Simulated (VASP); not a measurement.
# BeAl15N16 (a cell with a defect) in VASP: a series of runs

The runs below take BeAl15N16 (a cell with a defect) through single point, with PBE.

Program: VASP 6.6.1. These are calculated values, not measurements. Logs are shortened: lines on timing, memory, paths and dates and some standing lists are left out, and cuts for length are marked.

## Step 1: The cell of the first run

The cell holds a defect, 32 atoms: a = 6.260 Å, b = 6.260 Å, c = 10.035 Å, α = 90.00°, β = 90.00°, γ = 120.00°.

## Step 2: Single point, PBE

The input, INCAR:

```
PREC     = Accurate       # precision mode
ENCUT    = 520            # plane-wave cutoff, eV
EDIFF    = 1E-6           # SCF threshold, eV
ISMEAR   = 0              # smearing method
SIGMA    = 0.01           # smearing width, eV
LREAL    = Auto         
LASPH    = True           # aspherical terms in the spheres
NELM     = 60             # most SCF steps
ALGO     = Normal         # electronic algorithm
ISIF     = 2              # what is computed and relaxed
LWAVE    = False          # write WAVECAR
LCHARG   = True           # write CHGCAR
GGA      = PE             # functional
LELF     = True           # ELF
LVHAR    = True         
NBANDS   = 86             # bands
NELECT   = 126.0
```

The input, KPOINTS:

```
Automatic mesh
0
Gamma
  1 1 1
  0.25 0.25 0.25
```

The input, POSCAR:

```
BeAl15N16
1.0
    6.2595139092      0.0000000618      0.0000000000
   -3.1297570081      5.4208980298      0.0000000000
    0.0000000000      0.0000000000     10.0348065900
Al Be N
15 1 16
Direct
    0.3317205969      0.1674532423      0.2530806110
    0.3368450037      0.1635657403      0.7462191759
    0.1658208343      0.3342508959      0.9996845755
    0.3335815137      0.6647603777      0.2527004210
    0.1653740154      0.8331862013      0.4997649718
    0.3377443013      0.6700802365      0.7477476451
    0.1652757954      0.8319021226      1.0002916940
    0.8355739857      0.1673820984      0.2541354017
    0.6704954604      0.3378433089      0.4995509734
    0.8304125090      0.1636256031      0.7464181361
    0.6655888605      0.3344357485      1.0004741254
    0.8337524301      0.6680118491      0.2517382399
    0.6694840859      0.8359825309      0.5005271585
    0.8343558808      0.6664419700      0.7505484645
    0.6659061194      0.8331870169      1.0008191947
    0.1679636840      0.3328612356      0.4772536606
    0.3288709450      0.1769904939      0.4467079325
    0.1687073574      0.3327012544      0.1908905824
    0.3305876786      0.1683250223      0.9403098264
    0.1700021534      0.3316199450      0.6997181821
    0.3271654739      0.6584949827      0.4456978793
    0.1701579391      0.8337654821      0.1925245797
    0.3314968353      0.6682340989      0.9403479261
    0.1692432107      0.8311641061      0.6910874591
    0.8476494717      0.1780817976      0.4457511451
    0.6681750584      0.3317247775      0.1933654448
    0.8321591400      0.1695863976      0.9403471299
    0.6701625810      0.3329338992      0.6911583186
    0.8337972907      0.6709134671      0.4409901398
    0.6687495221      0.8337513670      0.1917854822
    0.8317402005      0.6682250147      0.9418474972
    0.6701305094      0.8316943364      0.6914389761
```

Potentials or basis: VASP PAW PBE potentials, release 64 (Al, Be, N).

The run is started by

```bash
> cat potpaw_PBE.64/Al/POTCAR potpaw_PBE.64/Be/POTCAR potpaw_PBE.64/N/POTCAR > POTCAR
> mpirun -np 1 vasp_std > vasp.out
```

OUTCAR:

```text
PREC = Accurate
   ENCUT = 520
   EDIFF = 1E-6
   ISMEAR = 0
   LREAL = Auto
   LASPH = True
   NELM = 60
   ISIF = 2
   GGA = PE
   NELECT = 126.0

 ion  position               nearest neighbor table
   1  0.332  0.167  0.253-  18 1.89  22 1.91  26 1.92  17 1.94  16 2.87   5 3.07   9 3.08   8 3.11
                             4 3.11  11 3.11   3 3.12   7 3.12  12 3.12  12 3.14   4 3.15   8 3.15
   2  0.337  0.164  0.746-  20 1.87  24 1.88  28 1.89  19 1.95   5 3.05   9 3.07  10 3.09   6 3.09
                            11 3.11   7 3.12  14 3.13  14 3.13   3 3.15   6 3.17  10 3.17
   3  0.166  0.334  1.000-  19 1.89  27 1.90  23 1.91  18 1.92   4 3.11   6 3.12   7 3.12   1 3.12
                             8 3.12  10 3.12  15 3.13  11 3.13  11 3.13  15 3.13   7 3.14   2 3.15
   4  0.334  0.665  0.253-  22 1.90  18 1.90  30 1.92  21 1.94   5 3.08  13 3.08  15 3.10   1 3.11
                             3 3.11   8 3.12   7 3.12  12 3.12  12 3.14   8 3.14   1 3.15
   5  0.165  0.833  0.500-  29 1.89  21 1.90  24 1.92  17 1.94   2 3.05   1 3.07  12 3.07   4 3.08
                             6 3.08  14 3.09   9 3.10  13 3.11  13 3.15   9 3.16
   6  0.338  0.670  0.748-  24 1.88  32 1.89  20 1.90  23 1.93  13 3.06   5 3.08  10 3.09   2 3.09
                            15 3.10   3 3.12   7 3.12  14 3.12  14 3.14   2 3.17  10 3.17
   7  0.165  0.832  0.000-  23 1.89  31 1.90  19 1.92  22 1.93  14 3.08  12 3.10   6 3.12   3 3.12
                             4 3.12   2 3.12  11 3.12   1 3.12  15 3.13  15 3.13  11 3.14   3 3.14
   8  0.836  0.167  0.254-  26 1.90  30 1.91  18 1.91  25 1.92  16 2.87  13 3.06   9 3.06   1 3.11
                             4 3.12   3 3.12  12 3.12  15 3.12  11 3.13  12 3.14   4 3.14   1 3.15
   9  0.670  0.338  0.500-  29 1.90  25 1.91  28 1.92  17 1.93   8 3.06  12 3.06   2 3.07  10 3.07
                             1 3.08  14 3.08   5 3.10  13 3.12  13 3.14   5 3.16
  10  0.830  0.164  0.746-  28 1.87  32 1.88  20 1.90  27 1.95  13 3.04   9 3.07   6 3.09   2 3.09
                            15 3.12  14 3.12   3 3.12  11 3.13  14 3.14   2 3.17   6 3.17
  11  0.666  0.334  0.000-  27 1.90  31 1.90  19 1.91  26 1.94  14 3.09  12 3.10   2 3.11   1 3.11
                             7 3.12  15 3.12   3 3.13   3 3.13  10 3.13   8 3.13  15 3.14   7 3.14
  12  0.834  0.668  0.252-  30 1.89  29 1.90  26 1.91  22 1.92   9 3.06   5 3.07  13 3.08   7 3.10
                            15 3.10  11 3.10   8 3.12   4 3.12   1 3.12   1 3.14   4 3.14   8 3.14
  13  0.669  0.836  0.501-  29 1.88  32 1.92  25 1.93  21 1.94  10 3.04   8 3.06   6 3.06  12 3.08
                             4 3.08  14 3.10   5 3.11   9 3.12   9 3.14   5 3.15
  14  0.834  0.666  0.751-  32 1.88  28 1.90  24 1.91  31 1.92   7 3.08   9 3.08  11 3.09   5 3.09
                            13 3.10  15 3.10   6 3.12  10 3.12   2 3.13   2 3.13  10 3.14   6 3.14
  15  0.666  0.833  0.001-  31 1.89  23 1.91  30 1.92  27 1.92  12 3.10  14 3.10   6 3.10   4 3.10
                            10 3.12  11 3.12   8 3.12   3 3.13   7 3.13   7 3.13   3 3.13  11 3.14
  16  0.168  0.333  0.477-  17 1.74  25 1.77  21 1.79   1 2.87   8 2.87
  17  0.329  0.177  0.447-  16 1.74   9 1.93   5 1.94   1 1.94
  18  0.169  0.333  0.191-   1 1.89   4 1.90   8 1.91   3 1.92
  19  0.331  0.168  0.940-   3 1.89  11 1.91   7 1.92   2 1.95
  20  0.170  0.332  0.700-   2 1.87   6 1.90  10 1.90
  21  0.327  0.658  0.446-  16 1.79   5 1.90  13 1.94   4 1.94
  22  0.170  0.834  0.193-   4 1.90   1 1.91  12 1.92   7 1.93
  23  0.331  0.668  0.940-   7 1.89   3 1.91  15 1.91   6 1.93
  24  0.169  0.831  0.691-   6 1.88   2 1.88  14 1.91   5 1.92
  25  0.848  0.178  0.446-  16 1.77   9 1.91   8 1.92  13 1.93
  26  0.668  0.332  0.193-   8 1.90  12 1.91   1 1.92  11 1.94
  27  0.832  0.170  0.940-  11 1.90   3 1.90  15 1.92  10 1.95
  28  0.670  0.333  0.691-  10 1.87   2 1.89  14 1.90   9 1.92
  29  0.834  0.671  0.441-  13 1.88   5 1.89   9 1.90  12 1.90
  30  0.669  0.834  0.192-  12 1.89   8 1.91  15 1.92   4 1.92
  31  0.832  0.668  0.942-  15 1.89   7 1.90  11 1.90  14 1.92
  32  0.670  0.832  0.691-  14 1.88  10 1.88   6 1.89  13 1.92

  LATTYP: Found a hexagonal cell.
 ALAT       =     6.2595139092
 C/A-ratio  =     1.6031287310

  Lattice vectors:

 A1 = (   6.2595139092,   0.0000000618,   0.0000000000)
 A2 = (  -3.1297570081,   5.4208980298,   0.0000000000)
 A3 = (   0.0000000000,   0.0000000000,  10.0348065900)

Analysis of symmetry for initial positions (statically):
=====================================================================
 Subroutine PRICEL returns:
 Original cell was already a primitive cell.

 Routine SETGRP: Setting up the symmetry group for a
 hexagonal supercell.

 Subroutine GETGRP returns: Found  1 space group operations
 (whereof  1 operations were pure point group operations)
 out of a pool of 24 trial point group operations.

The static configuration has the point symmetry C_1 .

Analysis of symmetry for dynamics (positions and initial velocities):
=====================================================================
 Subroutine PRICEL returns:
 Original cell was already a primitive cell.

 Routine SETGRP: Setting up the symmetry group for a
 hexagonal supercell.

 Subroutine GETGRP returns: Found  1 space group operations
 (whereof  1 operations were pure point group operations)
 out of a pool of 24 trial point group operations.
[... 102 lines left out ...]
    -0.000000002  0.184471279  0.000000000     0.000000000  1.000000000  0.000000000
     0.000000000  0.000000000  0.099653141     0.000000000  0.000000000  1.000000000

  Length of vectors
     0.184471279  0.184471279  0.099653141

  Shift w.r.t. Gamma in fractional coordinates (k-lattice)
     0.250000000  0.250000000  0.250000000

 Subroutine IBZKPT returns following result:
 ===========================================

 Found      6 irreducible k-points:

 Following reciprocal coordinates:
            Coordinates               Weight
  0.250000  0.250000  0.250000      2.000000
 -0.250000  0.500000  0.250000      2.000000
  0.500000  0.250000  0.250000      2.000000
 -0.250000 -0.250000  0.250000      2.000000
  0.250000  0.500000  0.250000      2.000000
  0.500000 -0.250000  0.250000      2.000000
   k-points           NKPTS =      6   k-points in BZ     NKDIM =      6   number of bands    NBANDS=     86
   number of dos      NEDOS =    301   number of ions     NIONS =     32
   total plane-waves  NPLWV = 184320
   dimension x,y,z NGX =    48 NGY =   48 NGZ =   80
   dimension x,y,z NGXF=    96 NGYF=   96 NGZF=  160
   ions per type =              15   1  16
   NGX,Y,Z   is equivalent  to a cutoff of  12.75, 12.75, 13.25 a.u.
   NGXF,Y,Z  is equivalent  to a cutoff of  25.50, 25.50, 26.51 a.u.
 SYSTEM =  unknown system
   PREC   = accura    normal or accurate (medium, high low for compatibility)
   ISTART =      0    job   : 0-new  1-cont  2-samecut
   ICHARG =      2    charge: 1-file 2-atom 10-const
   ISPIN  =      1    spin polarized calculation?
   LNONCOLLINEAR =      F non collinear calculations
   LSORBIT =      F    spin-orbit coupling
   LASPH  =      T    aspherical Exc in radial PAW
   ENCUT  =  520.0 eV  38.22 Ry    6.18 a.u.  11.64 11.64 18.66*2*pi/ulx,y,z
   NELM   =     60;   NELMIN=  2; NELMDL= -5     # of ELM steps
   EDIFF  = 0.1E-05   stopping-criterion for ELM
   LREAL  =      T    real-space projection
   EDIFFG = 0.1E-04   stopping-criterion for IOM
   NSW    =      0    number of steps for IOM
   IBRION =     -1    ionic relax: 0-MD 1-quasi-New 2-CG
   NFREE  =      0    steps in history (QN), initial steepest desc. (CG)
   ISIF   =      2    stress and relaxation
   ISYM   =      2    0-nonsym 1-usesym 2-fastsym
   POTIM  = 0.5000    time-step for ionic-motion
   TEBEG  =    0.0;   TEEND  =   0.0 temperature during run
   PSTRESS=    0.0 pullay stress
   NELECT =     126.0000    total number of electrons
   NUPDOWN=      -1.0000    fix difference up-down
   EMIN   =  10.00;   EMAX   =-10.00  energy-range for DOS
   EFERMI =   0.00;   METHOD = LEGACY
   ISMEAR =     0;   SIGMA  =   0.01  broadening in eV -4-tet -1-fermi 0-gaus
   EFERMI_NEDOS =   21; number of points for ismear=-14 and -15
   IALGO  =     38    algorithm
   IMIX   =      4    mixing-type and parameters
     AMIX     =   0.40;   BMIX     =  1.00
     AMIX_MAG =   1.60;   BMIX_MAG =  1.00
  volume/ion in A,a.u.               =      10.64        71.81
  Fermi-wavevector in a.u.,A,eV,Ry     =   1.175325  2.221043 18.794944  1.381389
  Thomas-Fermi vector in A             =   2.311708
   LORBIT       =      0    0 simple, 1 ext, 2 COOP (PROOUT), +10 PAW based schemes
   GGA     = PE    functional components
   LHFCALC =     F    Hartree Fock is set to
   AEXX    =    0.0000 exact exchange contribution
   IVDW    =     0    specifies the selected vdW correction
   LEPSILON=     F    determine dielectric tensor
   LRPA    =     F    only Hartree local field effects (RPA)
 non-spin polarized calculation
 Gauss-broadening in eV      SIGMA  =   0.01
  energy-cutoff  :      520.00
  volume of cell :      340.50
 maximum number of plane-waves:      9148
 NGX is ok and might be reduce to    48
   NGX = 23   NGY = 23   NGZ = 37

 number of electron     125.9999993 magnetization

 Free energy of the ion-electron system (eV)
  ---------------------------------------------------
  ext. energy  EPLUGINS =         0.00000000
  ---------------------------------------------------
  free energy    TOTEN  =      -243.24776912 eV

  energy without entropy =     -243.24776912  energy(sigma->0) =     -243.24776912

 E-fermi :   5.1689     XC(G=0): -10.7338

 val. band max:        5.1077124255   @ k =   0.2500   0.5000   0.2500
 cond. band min:       5.4092358747   @ k =   0.2500   0.5000   0.2500
 fundamental gap:      0.3015234492
 Fermi energy:         5.1688585843

 k-point     1 :       0.2500    0.2500    0.2500
  band No.  band energies     occupation
      1      -8.8303      2.00000
      2      -8.4025      2.00000
      3      -8.2169      2.00000
      4      -8.2088      2.00000
      5      -7.8702      2.00000
      6      -7.8403      2.00000
[... 457 lines left out ...]
     74      12.5743      0.00000
     75      12.7530      0.00000
 [bands above 75 left out]

------------------------ aborting loop because EDIFF is reached ----------------------------------------

  FORCE on cell =-STRESS in cart. coord.  units (eV):
  Direction    XX          YY          ZZ          XY          YZ          ZX
  --------------------------------------------------------------------------------------
  -------------------------------------------------------------------------------------
  Total      -14.1230342    -16.3218796    -13.5016546     -2.0002118      0.4393980      0.1814746
  in kB      -66.4534813    -76.7997661    -63.5296878     -9.4116488      2.0675111      0.8538970
  external PRESSURE =     -68.9276451 kB  Pullay stress =       0.0000000 kB

 VOLUME and BASIS-vectors are now :
 -----------------------------------------------------------------------------
  energy-cutoff  :      520.00
  volume of cell :      340.50
      direct lattice vectors                 reciprocal lattice vectors
     6.259513909  0.000000062  0.000000000     0.159756813  0.092235641  0.000000000
    -3.129757008  5.420898030  0.000000000    -0.000000002  0.184471279  0.000000000
     0.000000000  0.000000000 10.034806590     0.000000000  0.000000000  0.099653141

 POSITION                                       TOTAL-FORCE (eV/Angst)
 -----------------------------------------------------------------------------------
      1.55232      0.90775      2.53961         0.207423      0.027296      0.025635
      1.59656      0.88667      7.48817         0.188675     -0.064949      0.029774
     -0.00817      1.81194     10.03164        -0.116408      0.017884      0.013393
      0.00752      3.60360      2.53580         0.083092     -0.053318      0.072377
     -1.57251      4.51662      5.01504        -0.072372      0.134591      0.051395
      0.01693      3.63244      7.50350         0.033143     -0.050910     -0.116268
[... 24 lines left out ...]
      3.11491      3.62238      9.45126         0.140791     -0.111581     -0.006006
      1.59169      4.50853      6.93846        -0.237793      0.105721     -0.035435
 -----------------------------------------------------------------------------------
    total drift:                                0.000396     -0.009801      0.009306

  FREE ENERGIE OF THE ION-ELECTRON SYSTEM (eV)
  ---------------------------------------------------
  free  energy   TOTEN  =      -243.2477691240 eV

  energy  without entropy=     -243.2477691240  energy(sigma->0) =     -243.24776912
```

Run time: 4.6 min. Hardware: 1 thread of Intel Xeon Platinum 8559C (Emerald Rapids), shared host; peak memory 0.47 GiB.

What came out:

- Free energy: -243.2478 eV
- Largest force: 0.328 eV/Å

Forces on the atoms (eV/Å):
```
Al   0.207  0.027  0.026
Al   0.189 -0.065  0.030
Al  -0.116  0.018  0.013
Al   0.083 -0.053  0.072
Al  -0.072  0.135  0.051
Al   0.033 -0.051 -0.116
Al  -0.209  0.206  0.036
Al   0.174  0.045 -0.145
Al  -0.161  0.122  0.075
Al   0.137  0.044  0.092
Al  -0.052  0.072  0.048
Al   0.208 -0.113  0.005
Al  -0.136 -0.030 -0.054
Al   0.233 -0.071  0.012
Al  -0.048  0.183 -0.085
Be  -0.114  0.216  0.009
N    0.090 -0.206 -0.041
N   -0.229  0.068 -0.002
N    0.195 -0.114 -0.018
N   -0.223  0.104  0.009
N    0.308 -0.107 -0.031
N   -0.189  0.016 -0.015
N    0.250 -0.160  0.021
N   -0.230  0.087  0.040
N    0.131 -0.292  0.044
N   -0.227  0.077 -0.084
N    0.192 -0.192 -0.011
N   -0.216  0.082 -0.028
N    0.129 -0.119 -0.019
N   -0.238  0.077  0.105
N    0.141 -0.112 -0.006
N   -0.238  0.106 -0.035
```

Caveat: the k points lie up to 0.58 Å⁻¹ apart; the cell carries a net charge on a neutralising background, which shifts energy and pressure; the cell is charged against a uniform background, so pressure and absolute levels hang on convention.

## Step 3: Single point, PBE

The input, INCAR:

```
PREC = Accurate
ENCUT = 520
EDIFF = 1E-6
ISMEAR = 0
SIGMA = 0.01
LREAL = Auto
LASPH = T
NELM = 60
ALGO = Normal
ISIF = 2
LWAVE = F
LCHARG = T
GGA = PE
LELF = T
LVHAR = T
NELECT = 128.0
NBANDS = 86
```

KPOINTS is that of step 2.

The input, POSCAR:

```
BeAl15N16
1.0
    6.2595139128      0.0000000578      0.0000000000
   -3.1297570064      5.4208980350      0.0000000000
    0.0000000000      0.0000000000     10.0348065929
Al Be N
15 1 16
Direct
    0.3309428369      0.1668199619      0.2554391564
    0.3304816326      0.1672473154      0.7451763406
    0.1655925591      0.3322132572      0.9989301330
    0.3305943024      0.6616774527      0.2555231209
    0.1671432089      0.8329656293      0.4986521327
    0.3301974956      0.6606762662      0.7449013901
    0.1668655150      0.8328572476      0.9997229780
    0.8361054576      0.1671441773      0.2555171951
    0.6648584823      0.3307140667      0.4986373338
    0.8370829083      0.1675569745      0.7449072415
    0.6649312432      0.3308566748      0.9997097482
    0.8325031229      0.6652699868      0.2507959041
    0.6642021951      0.8336393010      0.4984886785
    0.8323743998      0.6653297232      0.7487556019
    0.6648551350      0.8329220578      0.9996970637
    0.1668756670      0.3308072306      0.5035696427
    0.3267395158      0.1711033953      0.4430928265
    0.1671557883      0.3306322237      0.1879609051
    0.3310807677      0.1666632886      0.9380215252
    0.1671399225      0.3305607102      0.6846293605
    0.3256128016      0.6576400459      0.4429404364
    0.1680280190      0.8311855957      0.1899450415
    0.3309036188      0.6664553805      0.9378317147
    0.1662107012      0.8303685305      0.6899818486
    0.8402108848      0.1722239296      0.4429639167
    0.6666018383      0.3296877070      0.1899448419
    0.8312211313      0.1667464302      0.9378139635
    0.6673000024      0.3315036618      0.6899829131
    0.8307223529      0.6670714831      0.4395045897
    0.6665025658      0.8312516494      0.1898873085
    0.8309876981      0.6666570696      0.9399462970
    0.6672652325      0.8304805500      0.6898549048
```

Potentials or basis: VASP PAW PBE potentials, release 64 (Al, Be, N).

The run is started by

```bash
> cat potpaw_PBE.64/Al/POTCAR potpaw_PBE.64/Be/POTCAR potpaw_PBE.64/N/POTCAR > POTCAR
> mpirun -np 1 vasp_std > vasp.out
```

Wall time 3.7 min (1 thread of Intel Xeon Platinum 8559C (Emerald Rapids), shared host); peak memory 0.47 GiB.

Results (log left out):

```yaml
Free_energy: -232.3664 eV
Largest_force: 0.273 eV/Å
```

Forces on the atoms (eV/Å):
```
Al   0.099 -0.057  0.006
Al   0.115 -0.069  0.003
Al  -0.116  0.059 -0.001
Al   0.109 -0.062 -0.006
Al  -0.129  0.073  0.012
Al   0.118 -0.076 -0.005
Al  -0.106  0.059 -0.001
Al   0.111 -0.061 -0.006
Al  -0.128  0.071  0.016
Al   0.123 -0.068 -0.005
Al  -0.111  0.062  0.000
Al   0.107 -0.065  0.001
Al  -0.117  0.066 -0.002
Al   0.129 -0.076  0.005
Al  -0.120  0.063 -0.004
Be  -0.107  0.065 -0.022
N    0.112 -0.067 -0.005
N   -0.171  0.098 -0.003
N    0.171 -0.098 -0.006
N   -0.178  0.106  0.036
N    0.271 -0.035 -0.005
N   -0.163  0.088 -0.002
N    0.175 -0.091  0.008
N   -0.179  0.106 -0.004
N    0.164 -0.218 -0.009
N   -0.161  0.101 -0.002
N    0.173 -0.098  0.011
N   -0.174  0.103 -0.005
N    0.172 -0.096 -0.004
N   -0.172  0.099  0.012
N    0.173 -0.094 -0.002
N   -0.190  0.110 -0.011
```

Levels at points of the mesh, in eV from the Fermi level:
```
           k point  band 62  band 63  band 64  band 65  band 66  band 67
(0.25, 0.25, 0.25)    -0.38    -0.18    -0.07     5.49     6.02     6.14
```

Caveat: the k points lie up to 0.58 Å⁻¹ apart; the cell carries a net charge on a neutralising background, which shifts energy and pressure; the cell is charged against a uniform background, so pressure and absolute levels hang on convention.
